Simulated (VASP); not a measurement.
HfO2, 3 atoms in the cell. Symmetry: Fm-3m, No. 225, cubic system. Conventional cell: a = 5.058 Å, b = 5.058 Å, c = 5.058 Å, α = 90.00°, β = 90.00°, γ = 90.00°. Hf (site symmetry m-3m) has 8 O at 2.19 Å within 2.9 Å. O (site symmetry -43m) has 4 Hf at 2.19 Å and 6 O at 2.53 Å within 2.9 Å. 

```yaml
Program: VASP 6.6.1
Task: single point
Functional: PBE0
Potentials_or_basis: VASP PAW PBE potentials, release 64 (Hf_pv, O)
Cutoff: 520 eV
k_mesh: 6 × 6 × 6
Occupations: gaussian, width 0.01 eV
Spin: no spin polarisation
Dipole_correction: no
Grid_for_exact_exchange_PRECFOCK: Normal
Further_INCAR_settings: ALGO = Normal; EDIFF = 1e-06; NBANDS = 18
Share_of_exact_exchange: 0.25
```

Potentials or basis: VASP PAW PBE potentials, release 64 (Hf_pv, O).

The run is started by

```bash
$ cat potpaw_PBE.64/Hf_pv/POTCAR potpaw_PBE.64/O/POTCAR > POTCAR
$ cp INCAR.step1 INCAR
$ mpirun -np 1 vasp_std > vasp.out
$ cp INCAR.step2 INCAR
$ mpirun -np 1 vasp_std > vasp.out
```

Hardware: 1 thread of Intel(R) Xeon(R) 6975P-C (Granite Rapids) (shared host).

Question: How long does it take, and how much memory?

Answer: It took 21 min on 1 thread of Intel(R) Xeon(R) 6975P-C (Granite Rapids), on a shared host, peak memory 0.17 GiB. Counts: k points 16.
